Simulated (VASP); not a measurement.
# ZrS2 (P-3m1) in VASP: single point with LDA

Aim: the single point of ZrS2 with LDA.

Program: VASP 6.6.1. These are calculated values, not measurements. Logs are shortened: lines on timing, memory, paths and dates and some standing lists are left out, and cuts for length are marked.

## 1. The cell of the first run

It takes space group P-3m1 (No. 164, trigonal). The conventional cell has a = 3.691 Å, b = 3.691 Å, c = 6.041 Å, α = 90.00°, β = 90.00°, γ = 120.00°. Zr (site symmetry -3m) has 6 S at 2.57 Å within 3.4 Å. Within 3.4 Å of S (site symmetry 3m) lie 3 Zr at 2.57 Å.

## 2. Single point, LDA

INCAR

```
SYSTEM = ZrS2
  PREC = Accurate
  ENCUT = 500
  EDIFF = 1E-6
  ISMEAR = 0
  SIGMA = 0.01
  LREAL = .False.
  LASPH = .True.
  NELM = 120
  ALGO = Normal
  ISIF = 2
  LWAVE = .False.
  LCHARG = .True.
  GGA = CA
  LELF = .True.
  LVHAR = .True.
  NBANDS = 19
  GGA_COMPAT = .False.
```

KPOINTS

```
Automatic mesh
0
Gamma
  6 6 4
  0 0 0
```

POSCAR

```
ZrS2
1.0
    3.6913830000      0.0000000000      0.0000000000
   -1.8456910000      3.1968310000      0.0000000000
    0.0000000000      0.0000000000      6.0410770000
Zr S
1 2
Direct
    0.0000000000      0.0000000000      0.0000000000
    0.6666666667      0.3333333333      0.7620900000
    0.3333333333      0.6666666667      0.2379100000
```

Potentials or basis: VASP PAW LDA potentials, release 64 (Zr_sv, S).

Launch:

```sh
> cat potpaw_LDA.64/Zr_sv/POTCAR potpaw_LDA.64/S/POTCAR > POTCAR
> mpirun -np 1 vasp_std > vasp.out
```

OUTCAR:

```text
SYSTEM = ZrS2
   PREC = Accurate
   ENCUT = 500
   EDIFF = 1E-6
   ISMEAR = 0
   LREAL = .False.
   LASPH = .True.
   NELM = 120
   ISIF = 2
   GGA = CA

 ion  position               nearest neighbor table
   1  0.000  0.000  0.000-   3 2.57   2 2.57   3 2.57   2 2.57   2 2.57   3 2.57
   2  0.667  0.333  0.762-   1 2.57   1 2.57   1 2.57
   3  0.333  0.667  0.238-   1 2.57   1 2.57   1 2.57

  LATTYP: Found a hexagonal cell.
 ALAT       =     3.6913830000
 C/A-ratio  =     1.6365348705

  Lattice vectors:

 A1 = (   3.6913830000,   0.0000000000,   0.0000000000)
 A2 = (  -1.8456910000,   3.1968310000,   0.0000000000)
 A3 = (   0.0000000000,   0.0000000000,   6.0410770000)

Analysis of symmetry for initial positions (statically):
=====================================================================
 Subroutine PRICEL returns:
 Original cell was already a primitive cell.

 Routine SETGRP: Setting up the symmetry group for a
 hexagonal supercell.

 Subroutine GETGRP returns: Found 12 space group operations
 (whereof 12 operations were pure point group operations)
 out of a pool of 24 trial point group operations.

The static configuration has the point symmetry D_3d.

Analysis of symmetry for dynamics (positions and initial velocities):
=====================================================================
 Subroutine PRICEL returns:
 Original cell was already a primitive cell.

 Routine SETGRP: Setting up the symmetry group for a
 hexagonal supercell.

 Subroutine GETGRP returns: Found 12 space group operations
 (whereof 12 operations were pure point group operations)
 out of a pool of 24 trial point group operations.

The dynamic configuration has the point symmetry D_3d.

 Subroutine INISYM returns: Found 12 space group operations
 (whereof 12 operations are pure point group operations),
 and found     1 'primitive' translations

----------------------------------------------------------------------------------------

                                     Primitive cell

  volume of cell :      71.2891

  direct lattice vectors                    reciprocal lattice vectors
     3.691383000  0.000000000  0.000000000     0.270901177  0.156404847  0.000000000
    -1.845691000  3.196831000  0.000000000     0.000000000  0.312809779  0.000000000
     0.000000000  0.000000000  6.041077000     0.000000000  0.000000000  0.165533397

  length of vectors
     3.691383000  3.691382358  6.041077000     0.312809725  0.312809779  0.165533397

  position of ions in fractional coordinates (direct lattice)
     0.000000000  0.000000000  0.000000000
     0.666666667  0.333333333  0.762090000
     0.333333333  0.666666667  0.237910000

  ion indices of the primitive-cell ions
   primitive index   ion index
                 1           1
                 2           2
                 3           3

----------------------------------------------------------------------------------------

 KPOINTS: Automatic mesh

Automatic generation of k-mesh.
 Grid dimensions read from file:
 generate k-points for:    6    6    4

 Generating k-lattice:

  Cartesian coordinates                     Fractional coordinates (reciprocal lattice)
     0.045150196  0.026067475  0.000000000     0.166666667  0.000000000  0.000000000
     0.000000000  0.052134963  0.000000000     0.000000000  0.166666667  0.000000000
     0.000000000  0.000000000  0.041383349     0.000000000  0.000000000  0.250000000

  Length of vectors
     0.052134954  0.052134963  0.041383349

  Shift w.r.t. Gamma in fractional coordinates (k-lattice)
     0.000000000  0.000000000  0.000000000

 Subroutine IBZKPT returns following result:
 ===========================================

 Found     24 irreducible k-points:

 Following reciprocal coordinates:
            Coordinates               Weight
  0.000000  0.000000  0.000000      1.000000
  0.166667 -0.000000  0.000000      6.000000
  0.333333 -0.000000  0.000000      6.000000
  0.500000  0.000000  0.000000      3.000000
  0.166667  0.166667  0.000000      6.000000
  0.333333  0.166667  0.000000     12.000000
[... 16 lines left out ...]
  0.333333  0.166667  0.500000     12.000000
  0.333333  0.333333  0.500000      2.000000
   k-points           NKPTS =     24   k-points in BZ     NKDIM =     24   number of bands    NBANDS=     19
   number of dos      NEDOS =    301   number of ions     NIONS =      3
   total plane-waves  NPLWV =  37632
   dimension x,y,z NGX =    28 NGY =   28 NGZ =   48
   dimension x,y,z NGXF=    56 NGYF=   56 NGZF=   96
   ions per type =               1   2
   NGX,Y,Z   is equivalent  to a cutoff of  12.61, 12.61, 13.21 a.u.
   NGXF,Y,Z  is equivalent  to a cutoff of  25.22, 25.22, 26.42 a.u.
 SYSTEM =  ZrS2
   PREC   = accura    normal or accurate (medium, high low for compatibility)
   ISTART =      0    job   : 0-new  1-cont  2-samecut
   ICHARG =      2    charge: 1-file 2-atom 10-const
   ISPIN  =      1    spin polarized calculation?
   LNONCOLLINEAR =      F non collinear calculations
   LSORBIT =      F    spin-orbit coupling
   LASPH  =      T    aspherical Exc in radial PAW
   ENCUT  =  500.0 eV  36.75 Ry    6.06 a.u.   6.73  6.73 11.01*2*pi/ulx,y,z
   NELM   =    120;   NELMIN=  2; NELMDL= -5     # of ELM steps
   EDIFF  = 0.1E-05   stopping-criterion for ELM
   LREAL  =      F    real-space projection
   EDIFFG = 0.1E-04   stopping-criterion for IOM
   NSW    =      0    number of steps for IOM
   IBRION =     -1    ionic relax: 0-MD 1-quasi-New 2-CG
   NFREE  =      0    steps in history (QN), initial steepest desc. (CG)
   ISIF   =      2    stress and relaxation
   ISYM   =      2    0-nonsym 1-usesym 2-fastsym
   POTIM  = 0.5000    time-step for ionic-motion
   TEBEG  =    0.0;   TEEND  =   0.0 temperature during run
   PSTRESS=    0.0 pullay stress
   NELECT =      24.0000    total number of electrons
   NUPDOWN=      -1.0000    fix difference up-down
   EMIN   =  10.00;   EMAX   =-10.00  energy-range for DOS
   EFERMI =   0.00;   METHOD = LEGACY
   ISMEAR =     0;   SIGMA  =   0.01  broadening in eV -4-tet -1-fermi 0-gaus
   EFERMI_NEDOS =   21; number of points for ismear=-14 and -15
   IALGO  =     38    algorithm
   IMIX   =      4    mixing-type and parameters
     AMIX     =   0.40;   BMIX     =  1.00
     AMIX_MAG =   1.60;   BMIX_MAG =  1.00
  volume/ion in A,a.u.               =      23.76       160.36
  Fermi-wavevector in a.u.,A,eV,Ry     =   1.138861  2.152136 17.646827  1.297005
  Thomas-Fermi vector in A             =   2.275565
   LORBIT       =      0    0 simple, 1 ext, 2 COOP (PROOUT), +10 PAW based schemes
   GGA     = CA    functional components
   LHFCALC =     F    Hartree Fock is set to
   AEXX    =    0.0000 exact exchange contribution
   IVDW    =     0    specifies the selected vdW correction
   LEPSILON=     F    determine dielectric tensor
   LRPA    =     F    only Hartree local field effects (RPA)
 non-spin polarized calculation
 Gauss-broadening in eV      SIGMA  =   0.01
  energy-cutoff  :      500.00
  volume of cell :       71.29
 maximum number of plane-waves:      1834
 NGX is ok and might be reduce to    28
   NGX = 13   NGY = 13   NGZ = 23

 number of electron      23.9999999 magnetization

 Free energy of the ion-electron system (eV)
  ---------------------------------------------------
  ext. energy  EPLUGINS =         0.00000000
  ---------------------------------------------------
  free energy    TOTEN  =       -23.30533035 eV

  energy without entropy =      -23.30533035  energy(sigma->0) =      -23.30533035

 E-fermi :   3.9897     XC(G=0):  -9.6902

 val. band max:        3.9187442904   @ k =   0.1667  -0.0000   0.0000
 cond. band min:       4.8674705904   @ k =   0.5000   0.0000   0.5000
 fundamental gap:      0.9487263000
 Fermi energy:         3.9897094144

 k-point     1 :       0.0000    0.0000    0.0000
  band No.  band energies     occupation
      1     -44.7403      2.00000
      2     -22.9559      2.00000
      3     -22.8098      2.00000
      4     -22.8098      2.00000
      5      -8.5622      2.00000
      6      -7.1384      2.00000
[... 11 lines left out ...]
     18       9.4239      0.00000
     19       9.6932      0.00000

 k-point     2 :       0.1667   -0.0000    0.0000
  band No.  band energies     occupation
      1     -44.7358      2.00000
      2     -22.9424      2.00000
      3     -22.8742      2.00000
      4     -22.8236      2.00000
      5      -8.2912      2.00000
      6      -7.2047      2.00000
[... 11 lines left out ...]
     18      10.5250      0.00000
     19      11.2621      0.00000

 k-point     3 :       0.3333   -0.0000    0.0000
  band No.  band energies     occupation
      1     -44.7267      2.00000
      2     -23.0010      2.00000
      3     -22.9140      2.00000
      4     -22.8512      2.00000
      5      -7.7366      2.00000
      6      -7.2855      2.00000
[... 11 lines left out ...]
     18      11.2575      0.00000
     19      11.9926      0.00000

 k-point     4 :       0.5000    0.0000    0.0000
  band No.  band energies     occupation
      1     -44.7222      2.00000
      2     -23.0625      2.00000
      3     -22.9002      2.00000
      4     -22.8649      2.00000
      5      -7.5866      2.00000
      6      -7.1489      2.00000
[... 11 lines left out ...]
     18      10.5128      0.00000
     19      11.7391      0.00000

 k-point     5 :       0.1667    0.1667    0.0000
  band No.  band energies     occupation
      1     -44.7290      2.00000
      2     -22.9569      2.00000
      3     -22.9221      2.00000
      4     -22.8565      2.00000
      5      -7.8563      2.00000
      6      -7.2952      2.00000
[... 11 lines left out ...]
     18      11.9167      0.00000
     19      12.6709      0.00000

 k-point     6 :       0.3333    0.1667    0.0000
  band No.  band energies     occupation
      1     -44.7222      2.00000
      2     -23.0294      2.00000
      3     -22.9032      2.00000
      4     -22.8963      2.00000
      5      -7.4824      2.00000
      6      -7.2603      2.00000
[... 11 lines left out ...]
     18      11.6656      0.00000
     19      12.1152      0.00000

 k-point     7 :       0.3333    0.3333    0.0000
  band No.  band energies     occupation
      1     -44.7199      2.00000
      2     -22.9834      2.00000
      3     -22.9834      2.00000
      4     -22.8940      2.00000
      5      -7.2970      2.00000
      6      -7.2970      2.00000
[... 11 lines left out ...]
     18      11.5907      0.00000
     19      13.5841      0.00000

 k-point     8 :       0.0000    0.0000    0.2500
  band No.  band energies     occupation
      1     -44.7403      2.00000
      2     -22.9562      2.00000
      3     -22.8098      2.00000
      4     -22.8098      2.00000
      5      -8.4760      2.00000
      6      -7.2786      2.00000
[... 256 lines left out ...]
 k-point    20 :       0.3333   -0.0000    0.5000
  band No.  band energies     occupation
      1     -44.7267      2.00000
      2     -23.0009      2.00000
      3     -22.9142      2.00000
      4     -22.8512      2.00000
      5      -7.6758      2.00000
      6      -7.3474      2.00000
[... 11 lines left out ...]
     18      10.5953      0.00000
     19      11.4817      0.00000

 k-point    21 :       0.5000    0.0000    0.5000
  band No.  band energies     occupation
      1     -44.7222      2.00000
      2     -23.0624      2.00000
      3     -22.9004      2.00000
      4     -22.8649      2.00000
      5      -7.6524      2.00000
      6      -7.0628      2.00000
[... 11 lines left out ...]
     18      10.2472      0.00000
     19      11.0149      0.00000

 k-point    22 :       0.1667    0.1667    0.5000
  band No.  band energies     occupation
      1     -44.7290      2.00000
      2     -22.9568      2.00000
      3     -22.9223      2.00000
      4     -22.8565      2.00000
      5      -7.6960      2.00000
      6      -7.4731      2.00000
[... 11 lines left out ...]
     18      12.2478      0.00000
     19      12.3155      0.00000

 k-point    23 :       0.3333    0.1667    0.5000
  band No.  band energies     occupation
      1     -44.7222      2.00000
      2     -23.0294      2.00000
      3     -22.9034      2.00000
      4     -22.8963      2.00000
      5      -7.5241      2.00000
      6      -7.2115      2.00000
[... 11 lines left out ...]
     18      10.9745      0.00000
     19      11.6971      0.00000

 k-point    24 :       0.3333    0.3333    0.5000
  band No.  band energies     occupation
      1     -44.7199      2.00000
      2     -22.9834      2.00000
      3     -22.9834      2.00000
      4     -22.8942      2.00000
      5      -7.2993      2.00000
      6      -7.2993      2.00000
[... 11 lines left out ...]
     18      11.9272      0.00000
     19      12.4188      0.00000

------------------------ aborting loop because EDIFF is reached ----------------------------------------

  FORCE on cell =-STRESS in cart. coord.  units (eV):
  Direction    XX          YY          ZZ          XY          YZ          ZX
  --------------------------------------------------------------------------------------
  -------------------------------------------------------------------------------------
  Total       -2.2159724     -2.2159718     -1.5099672     -0.0000003     -0.0000000      0.0000000
  in kB      -49.8025726    -49.8025585    -33.9355543     -0.0000078     -0.0000000      0.0000000
  external PRESSURE =     -44.5135618 kB  Pullay stress =       0.0000000 kB

 VOLUME and BASIS-vectors are now :
 -----------------------------------------------------------------------------
  energy-cutoff  :      500.00
  volume of cell :       71.29
      direct lattice vectors                 reciprocal lattice vectors
     3.691383000  0.000000000  0.000000000     0.270901177  0.156404847  0.000000000
    -1.845691000  3.196831000  0.000000000     0.000000000  0.312809779  0.000000000
     0.000000000  0.000000000  6.041077000     0.000000000  0.000000000  0.165533397

 POSITION                                       TOTAL-FORCE (eV/Angst)
 -----------------------------------------------------------------------------------
      0.00000      0.00000      0.00000         0.000000      0.000000     -0.000000
      1.84569      1.06561      4.60384        -0.000000      0.000000      0.289169
      0.00000      2.13122      1.43723        -0.000000      0.000000     -0.289169
 -----------------------------------------------------------------------------------
    total drift:                                0.000000      0.000000     -0.000000

  FREE ENERGIE OF THE ION-ELECTRON SYSTEM (eV)
  ---------------------------------------------------
  free  energy   TOTEN  =       -23.3053303451 eV

  energy  without entropy=      -23.3053303451  energy(sigma->0) =      -23.30533035
```

It took 21 s on 1 thread of Intel Xeon Platinum 8375C at 2.90GHz (Ice Lake), shared host; peak memory 0.17 GiB.

What came out:

```
Free energy            : -23.3053 eV
Pressure               : -4.5 GPa
Largest force          : 0.289 eV/Å
Band gap on the k mesh : 0.95 eV, indirect (least direct gap 1.53 eV)
```

Forces on the atoms (eV/Å):
```
Zr   0.000  0.000  0.000
S    0.000  0.000  0.289
S    0.000  0.000 -0.289
```

Stress tensor (GPa, compression positive):
```
-4.98  0.00  0.00
 0.00 -4.98  0.00
 0.00  0.00 -3.39
```

Levels at points of the mesh, in eV from the valence-band top:
```
           k point  band 8  band 9  band 10  band 11  band 12  band 13  band 14  band 15  band 16  band 17
(0.00, 0.00, 0.00)   -2.74   -2.74    -0.03    -0.03     0.00     1.52     1.52     2.35     5.02     5.02
(0.50, 0.00, 0.00)   -2.54   -2.41    -2.35    -1.64    -1.12     1.13     3.18     3.44     5.71     5.89
(0.00, 0.00, 0.50)   -2.71   -2.71    -1.61    -0.13    -0.13     1.49     1.49     2.67     5.32     5.32
(0.50, 0.00, 0.50)   -3.06   -2.53    -2.19    -0.92    -0.75     0.95     3.18     3.44     5.30     5.71
```

A k mesh can miss the band edges. Expect the measured gap to be larger: semilocal functionals such as LDA lack the derivative discontinuity.
